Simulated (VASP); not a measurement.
# Co (P6_3/mmc) in VASP: electric field gradients with r2SCAN

Aim: the electric field gradients of Co with r2SCAN.

Program: VASP 6.6.1. These are calculated values, not measurements. Logs are shortened: lines on timing, memory, paths and dates and some standing lists are left out, and cuts for length are marked.

**1. The cell of the first run**

Symmetry: P6_3/mmc, No. 194, hexagonal system. The conventional cell has a = 2.507 Å, b = 2.507 Å, c = 4.070 Å, α = 90.00°, β = 90.00°, γ = 120.00°. Co (site symmetry -6m2) has 12 Co at 2.50 to 2.51 Å within 3.3 Å.

**2. Electric field gradients, r2SCAN, collinear spin, ferromagnetic start**

Contents of POSCAR:

```
Co
1.0
    2.5074000000      0.0000000000      0.0000000000
   -1.2537000000      2.1714720974      0.0000000000
    0.0000000000      0.0000000000      4.0699000000
Co
2
Direct
    0.3333333333      0.6666666667      0.2500000000
    0.6666666667      0.3333333333      0.7500000000
```

Contents of INCAR.step1:

```
PREC = Accurate ; ENCUT = 520
ISMEAR = 0 ; SIGMA = 0.05
LREAL = False ; LASPH = True
NELM = 150 ; ISPIN = 2
MAGMOM = 2.08 2.08 ; LMAXMIX = 4
NBANDS = 20 ; GGA = PE
ALGO = Normal ; EDIFF = 1E-4
LWAVE = True ; LCHARG = False
```

Contents of INCAR.step2:

```
PREC = Accurate ; ENCUT = 520
EDIFF = 1E-8 ; ISMEAR = 0
SIGMA = 0.05 ; LREAL = False
LASPH = True ; NELM = 150
ALGO = Normal ; ISIF = 2
LWAVE = False ; LCHARG = False
ISPIN = 2 ; MAGMOM = 2.08 2.08
LORBIT = 11 ; LMAXMIX = 4
METAGGA = R2SCAN ; LMIXTAU = True
LEFG = True ; NBANDS = 20
ISTART = 1
```

Contents of KPOINTS:

```
regular mesh
0
Gamma
  20 20 12
```

Potentials or basis: VASP PAW PBE potentials, release 64 (Co).

Started as:

```
$ cat potpaw_PBE.64/Co/POTCAR > POTCAR
$ cp INCAR.step1 INCAR
$ mpirun -np 1 vasp_std > vasp.out
$ cp INCAR.step2 INCAR
$ mpirun -np 1 vasp_std > vasp.out
```

OUTCAR:

```text
PREC = Accurate
   ENCUT = 520
   EDIFF = 1E-8
   ISMEAR = 0
   LREAL = False
   LASPH = True
   NELM = 150
   ISIF = 2
   ISPIN = 2
   LORBIT = 11
   METAGGA = R2SCAN
   ISTART = 1

 ion  position               nearest neighbor table
   1  0.333  0.667  0.250-   2 2.50   2 2.50   2 2.50   2 2.50   2 2.50   2 2.50
   2  0.667  0.333  0.750-   1 2.50   1 2.50   1 2.50   1 2.50   1 2.50   1 2.50

  LATTYP: Found a hexagonal cell.
 ALAT       =     2.5074000000
 C/A-ratio  =     1.6231554598

  Lattice vectors:

 A1 = (   2.5074000000,   0.0000000000,   0.0000000000)
 A2 = (  -1.2537000000,   2.1714720974,   0.0000000000)
 A3 = (   0.0000000000,   0.0000000000,   4.0699000000)

Analysis of symmetry for initial positions (statically):
=====================================================================
 Subroutine PRICEL returns:
 Original cell was already a primitive cell.

 Routine SETGRP: Setting up the symmetry group for a
 hexagonal supercell.

 Subroutine GETGRP returns: Found 24 space group operations
 (whereof 12 operations were pure point group operations)
 out of a pool of 24 trial point group operations.

The static configuration has the point symmetry D_3d.
 The point group associated with its full space group is D_6h.

Analysis of symmetry for dynamics (positions and initial velocities):
=====================================================================
 Subroutine PRICEL returns:
 Original cell was already a primitive cell.

 Routine SETGRP: Setting up the symmetry group for a
 hexagonal supercell.

 Subroutine GETGRP returns: Found 24 space group operations
 (whereof 12 operations were pure point group operations)
 out of a pool of 24 trial point group operations.

The dynamic configuration has the point symmetry D_3d.
 The point group associated with its full space group is D_6h.

Analysis of structural, dynamic, and magnetic symmetry:
=====================================================================
 Subroutine PRICEL returns:
 Original cell was already a primitive cell.

 Routine SETGRP: Setting up the symmetry group for a
 hexagonal supercell.

 Subroutine GETGRP returns: Found 24 space group operations
 (whereof 12 operations were pure point group operations)
 out of a pool of 24 trial point group operations.

The overall configuration has the point symmetry D_3d.
 The point group associated with its full space group is D_6h.

 Subroutine INISYM returns: Found 24 space group operations
 (whereof 12 operations are pure point group operations),
 and found     1 'primitive' translations

----------------------------------------------------------------------------------------

                                     Primitive cell

  volume of cell :      22.1596

  direct lattice vectors                    reciprocal lattice vectors
     2.507400000  0.000000000  0.000000000     0.398819494  0.230258542  0.000000000
    -1.253700000  2.171472097  0.000000000     0.000000000  0.460517085  0.000000000
     0.000000000  0.000000000  4.069900000     0.000000000  0.000000000  0.245706283

  length of vectors
     2.507400000  2.507400000  4.069900000     0.460517085  0.460517085  0.245706283

  position of ions in fractional coordinates (direct lattice)
     0.333333333  0.666666667  0.250000000
     0.666666667  0.333333333  0.750000000

  ion indices of the primitive-cell ions
   primitive index   ion index
                 1           1
                 2           2

----------------------------------------------------------------------------------------

 KPOINTS: regular mesh

Automatic generation of k-mesh.
 Grid dimensions read from file:
 generate k-points for:   20   20   12

 Generating k-lattice:

  Cartesian coordinates                     Fractional coordinates (reciprocal lattice)
[... 58 lines left out ...]
   ENCUT  =  520.0 eV  38.22 Ry    6.18 a.u.   4.66  4.66  7.57*2*pi/ulx,y,z
   NELM   =    150;   NELMIN=  2; NELMDL=  0     # of ELM steps
   EDIFF  = 0.1E-07   stopping-criterion for ELM
   LREAL  =      F    real-space projection
   EDIFFG = 0.1E-06   stopping-criterion for IOM
   NSW    =      0    number of steps for IOM
   IBRION =     -1    ionic relax: 0-MD 1-quasi-New 2-CG
   NFREE  =      0    steps in history (QN), initial steepest desc. (CG)
   ISIF   =      2    stress and relaxation
   ISYM   =      2    0-nonsym 1-usesym 2-fastsym
   POTIM  = 0.5000    time-step for ionic-motion
   TEBEG  =    0.0;   TEEND  =   0.0 temperature during run
   PSTRESS=    0.0 pullay stress
   NELECT =      18.0000    total number of electrons
   NUPDOWN=      -1.0000    fix difference up-down
   EMIN   =  10.00;   EMAX   =-10.00  energy-range for DOS
   EFERMI =   0.00;   METHOD = LEGACY
   ISMEAR =     0;   SIGMA  =   0.05  broadening in eV -4-tet -1-fermi 0-gaus
   EFERMI_NEDOS =   21; number of points for ismear=-14 and -15
   IALGO  =     38    algorithm
   IMIX   =      4    mixing-type and parameters
     AMIX     =   0.40;   BMIX     =  1.00
     AMIX_MAG =   1.60;   BMIX_MAG =  1.00
  volume/ion in A,a.u.               =      11.08        74.77
  Fermi-wavevector in a.u.,A,eV,Ry     =   1.527490  2.886538 31.745475  2.333227
  Thomas-Fermi vector in A             =   2.635379
   LORBIT       =     11    0 simple, 1 ext, 2 COOP (PROOUT), +10 PAW based schemes
   METAGGA = R2SCAN    functional components
   LHFCALC =     F    Hartree Fock is set to
   AEXX    =    0.0000 exact exchange contribution
   IVDW    =     0    specifies the selected vdW correction
   LEPSILON=     F    determine dielectric tensor
   LRPA    =     F    only Hartree local field effects (RPA)
 spin polarized calculation
 Gauss-broadening in eV      SIGMA  =   0.05
  energy-cutoff  :      520.00
  volume of cell :       22.16
 maximum number of plane-waves:       614
 NGX is ok and might be reduce to    20
   NGX =  9   NGY =  9   NGZ = 15

 number of electron      18.0000002 magnetization       3.5380008

 Free energy of the ion-electron system (eV)
  ---------------------------------------------------
  ext. energy  EPLUGINS =         0.00000000
  ---------------------------------------------------
  free energy    TOTEN  =       -26.38850290 eV

  energy without entropy =      -26.38660268  energy(sigma->0) =      -26.38755279

 E-fermi :  10.0360     XC(G=0): -14.5380

 val. band max:       10.0301607109   @ k =   0.0500   0.0000   0.0000
 cond. band min:      10.0365950520   @ k =   0.3500   0.2500   0.5000
 fundamental gap:      0.0064343410
 Fermi energy:        10.0360220729

 spin component 1

 k-point     1 :       0.0000    0.0000    0.0000
  band No.  band energies     occupation
      1       0.8148      1.00000
      2       4.3605      1.00000
      3       6.6626      1.00000
      4       6.6931      1.00000
      5       6.6932      1.00000
      6       6.9801      1.00000
[... 541 lines left out ...]
     19      34.6096      0.00000
     20      35.5741      0.00000

 [... further k-points ...]

 spin component 2

 k-point     1 :       0.0000    0.0000    0.0000
  band No.  band energies     occupation
      1       0.2155      1.00000
      2       5.5550      1.00000
      3       9.1132      1.00000
      4       9.2027      1.00000
      5       9.2028      1.00000
      6       9.2209      1.00000
[... 541 lines left out ...]
     19      35.3574      0.00000
     20      36.4486      0.00000

 [... further k-points ...]
[... 5 lines left out ...]
  --------------------------------------------------------------------------------------
  -------------------------------------------------------------------------------------
  Total       -1.2383642     -1.2383642     -1.1866109      0.0000000      0.0000000     -0.0000000
  in kB      -89.5359335    -89.5359335    -85.7940748      0.0000000      0.0000000     -0.0000000
  external PRESSURE =     -88.2886473 kB  Pullay stress =       0.0000000 kB

 VOLUME and BASIS-vectors are now :
 -----------------------------------------------------------------------------
  energy-cutoff  :      520.00
  volume of cell :       22.16
      direct lattice vectors                 reciprocal lattice vectors
     2.507400000  0.000000000  0.000000000     0.398819494  0.230258542  0.000000000
    -1.253700000  2.171472097  0.000000000     0.000000000  0.460517085  0.000000000
     0.000000000  0.000000000  4.069900000     0.000000000  0.000000000  0.245706283

 POSITION                                       TOTAL-FORCE (eV/Angst)
 -----------------------------------------------------------------------------------
     -0.00000      1.44765      1.01747        -0.000000      0.000000      0.000000
      1.25370      0.72382      3.05242         0.000000     -0.000000      0.000000
 -----------------------------------------------------------------------------------
    total drift:                                0.000000      0.000000     -0.000000

  FREE ENERGIE OF THE ION-ELECTRON SYSTEM (eV)
  ---------------------------------------------------
  free  energy   TOTEN  =       -26.3885029042 eV

  energy  without entropy=      -26.3866026804  energy(sigma->0) =      -26.38755279

 Electric field gradients (V/A^2)
---------------------------------------------------------------------
 ion       V_xx      V_yy      V_zz      V_xy      V_xz      V_yz
---------------------------------------------------------------------
   1       1.095     1.094    -2.189    -0.001     0.000    -0.000
   2       1.095     1.094    -2.189    -0.001    -0.000     0.000
---------------------------------------------------------------------

 Electric field gradients after diagonalization (V/A^2)
 (convention: |V_zz| > |V_xx| > |V_yy|)
----------------------------------------------------------------------
 ion       V_xx      V_yy      V_zz     asymmetry (V_yy - V_xx)/ V_zz
----------------------------------------------------------------------
   1       1.095     1.093    -2.189       0.001
   2       1.095     1.093    -2.189       0.001
----------------------------------------------------------------------

           NMR quadrupolar parameters

 Cq : quadrupolar parameter    Cq=e*Q*V_zz/h
 eta: asymmetry parameters     (V_yy - V_xx)/ V_zz
 Q  : nuclear electric quadrupole moment in mb (millibarn)
----------------------------------------------------------------------
 ion       Cq(MHz)       eta       Q (mb)
----------------------------------------------------------------------
   1      -0.005       0.001       1.000
   2      -0.005       0.001       1.000
----------------------------------------------------------------------

 total charge

# of ion       s       p       d       tot
------------------------------------------
    1        0.502   0.542   7.209   8.253
    2        0.502   0.542   7.209   8.253
--------------------------------------------------
tot          1.004   1.085  14.418  16.507

 magnetization (x)

# of ion       s       p       d       tot
------------------------------------------
    1       -0.012  -0.084   1.937   1.841
    2       -0.012  -0.084   1.937   1.841
--------------------------------------------------
tot         -0.024  -0.168   3.874   3.682
```

Run time: 7.2 min. Hardware: 1 thread of Intel Xeon 6975P-C (Granite Rapids), shared host; peak memory 0.29 GiB.

Results:

| Property | Result |
| --- | --- |
| Free energy | -26.3885 eV |
| Pressure | -8.8 GPa |
| Net moment | 3.54 μB per cell |
| Site moments | Co +1.84 μB |
| Valence electrons inside the program's atomic spheres | Co 8.25 |

Electric field gradients, principal values (V/Å²):
| atom | least | middle | greatest (by size) |
| --- | --- | --- | --- |
| 1 Co | 1.093 | 1.095 | -2.189 |
| 2 Co | 1.093 | 1.095 | -2.189 |

Caveat: without QUAD_EFG the Cq values of the log hold for a quadrupole moment of 1 mb, not for the nuclei; the PAW data sets were made with another functional, which shifts forces and pressure a little.
